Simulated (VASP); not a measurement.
Here is a VASP 6.6.1 calculation.

The input INCAR:

```
  PREC = Accurate
  ENCUT = 520
  EDIFF = 1E-6
  ISMEAR = -1
  SIGMA = 0.15
  LREAL = F
  LASPH = T
  NELM = 60
  ALGO = Normal
  ISIF = 2
  LWAVE = F
  LCHARG = F
  GGA = PS
  NBANDS = 13
```

File KPOINTS:

```
Automatic mesh
0
Gamma
  12 12 11
```

Contents of POSCAR:

```
Ge
1.0
    1.4334557363     -2.6680959893      0.0000000000
    1.4334557363      2.6680959893      0.0000000000
    0.0000000000      0.0000000000      2.7683450392
Ge
1
Direct
    0.5000000000      0.5000000000      0.0000000000
```

Potentials or basis: VASP PAW PBE potentials, release 64 (Ge_d).

The run is started by

```bash
$ cat potpaw_PBE.64/Ge_d/POTCAR > POTCAR
$ mpirun -np 1 vasp_std > vasp.out
```

(1) Predict the pressure.

(2) Predict the band gap on the k mesh.

Results:

(1) -7.8 GPa.

(2) zero (band 7 reaches 11.54 eV, above the bottom of band 8 at 2.40 eV).

Caveat: the PAW data sets were made with another functional, which shifts forces and pressure a little.
